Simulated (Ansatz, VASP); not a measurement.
**TaN in VASP and in Ansatz**

POSCAR

```
TaN
1.0
    2.9363052426      0.0000000000      0.0000000000
   -1.4681526213      2.5429149334      0.0000000000
    0.0000000000      0.0000000000      2.8846982947
Ta N
1 1
Direct
    0.0000000000      0.0000000000      0.5000000000
    0.6666666667      0.3333333333      0.0000000000
```

Contents of INCAR.step1:

```
SYSTEM = TaN
PREC = Accurate ; ENCUT = 600
ISMEAR = -1 ; SIGMA = 0.15
LREAL = .False. ; LASPH = .True.
NELM = 100 ; GGA = PE
ALGO = Normal ; EDIFF = 1E-4
LWAVE = .True. ; LCHARG = .False.
```

File INCAR.step2:

```
SYSTEM = TaN
PREC = Accurate ; ENCUT = 600
EDIFF = 1E-6 ; ISMEAR = -1
SIGMA = 0.15 ; LREAL = .False.
LASPH = .True. ; NELM = 100
ALGO = Normal ; ISIF = 3
LWAVE = .False. ; LCHARG = .False.
METAGGA = R2SCAN ; LMIXTAU = .True.
IBRION = 2 ; NSW = 80
EDIFFG = -0.001 ; ISTART = 1
```

KPOINTS

```
Automatic mesh
0
Gamma
  18 18 14
  0 0 0
```

Input for Ansatz:

```yaml
crystal:
  lattice:
    - [2.9363052426, 0.0, 0.0]
    - [-1.4681526213, 2.5429149334, 0.0]
    - [0.0, 0.0, 2.8846982947]
  atoms:
    - { symbol: Ta, position: [0.0, 0.0, 0.5] }
    - { symbol: "N", position: [0.6666666667, 0.3333333333, 0.0] }
basis:
  ecutwfc: 500
kpoints:
  mp_grid: { grid: [18, 18, 14] }
hamiltonian:
  xc: r2scan
  pseudopotentials: { kind: paw, azcp: { folder: soft_1 } }
scf:
  occupations: { method: fermi_dirac, width: 0.15 }
output:
  forces: true
  stress: true
  eigenvalues: true
relax:
  adjacent_minimum: "off"
  f_tol: 0.001
  max_steps: 60
  cell: { stress_tol: 0.01 }
```

Alike in both runs: task relaxation of cell and atoms; functional r2SCAN; k mesh 18 × 18 × 14; occupations fermi-dirac, width 0.15 eV; no spin polarisation.

```csv
,VASP,Ansatz
version,VASP 6.6.1,Ansatz 0.2.0
potentials or method,"VASP PAW PBE potentials, release 64 (Ta_pv, N), cutoff 600 eV","scalar-relativistic, plane waves, PAW"
valence electrons in the cell,16,18
```

Ansatz gave:

| Item | Value |
| --- | --- |
| gap on the k mesh at the Fermi level, each at its own relaxed structure (eV) | none |
| relaxed volume (Å³/atom) | 10.77 |
| relaxed length of the cell vector where the two differ most in proportion (Å) | 2.885 |

Problem. Estimate VASP's values.

Solution. gap on the k mesh at the Fermi level, each at its own relaxed structure (eV): none; relaxed volume (Å³/atom): 10.82; relaxed length of the cell vector where the two differ most in proportion (Å): 2.889.

VASP's potentials were made for PBE, not for r2SCAN. A gap of «none» marks a metal or a gap that the smearing closes. VASP's potentials hold 16 valence electrons a cell and Ansatz's 18, so a difference there can come from the potentials and not from the codes.

Spin-orbit coupling is off throughout.
